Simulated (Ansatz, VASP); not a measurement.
## One calculation of InTe4W, two programs

```xyz
6
Lattice="4.7640 0.0000 0.0000 0.0000 4.7640 0.0000 0.0000 0.0000 7.6728" Properties=species:S:1:pos:R:3 pbc="T T T"
In    0.0000    0.0000    0.0000
Te    2.3820    0.0000    5.4551
Te    0.0000    2.3820    2.2177
Te    2.3820    0.0000    2.2177
Te    0.0000    2.3820    5.4551
W     2.3820    2.3820    3.8364
```

Change from the starting cell: species swapped into the NaHoF4 type (P4/mmm, No. 123).

Alike in both runs: functional PBE; k mesh 8 × 8 × 6; occupations gaussian, width 0.1 eV; no spin polarisation.

Ansatz relaxed the structure, and its values are those at the end. VASP's run is a single point on that final structure, the one shown.

|  | VASP | Ansatz |
| --- | --- | --- |
| version | VASP 6.6.1 | Ansatz 0.2.0 |
| potentials or method | VASP PAW PBE potentials, release 64 (In_d, Te, W_sv), cutoff 520 eV | scalar-relativistic, plane waves, PAW |
| valence electrons in the cell | 51 | 91 |

VASP gave:

- gap on the k mesh at the Fermi level (eV): none
- pressure (GPa): 0.0
- rms of the force components (eV/Å): 0.005

Question: What did Ansatz give for the same quantities?

Answer: gap on the k mesh at the Fermi level (eV): none; pressure (GPa): 0.0; rms of the force components (eV/Å): 0.004.

A gap of «none» marks a metal or a gap that the smearing closes. The functional is the same, so the differences come from potentials, cutoffs and numerics. VASP's potentials hold 51 valence electrons a cell and Ansatz's 91, so a difference there can come from the potentials and not from the codes.

Neither program's run includes spin-orbit coupling.
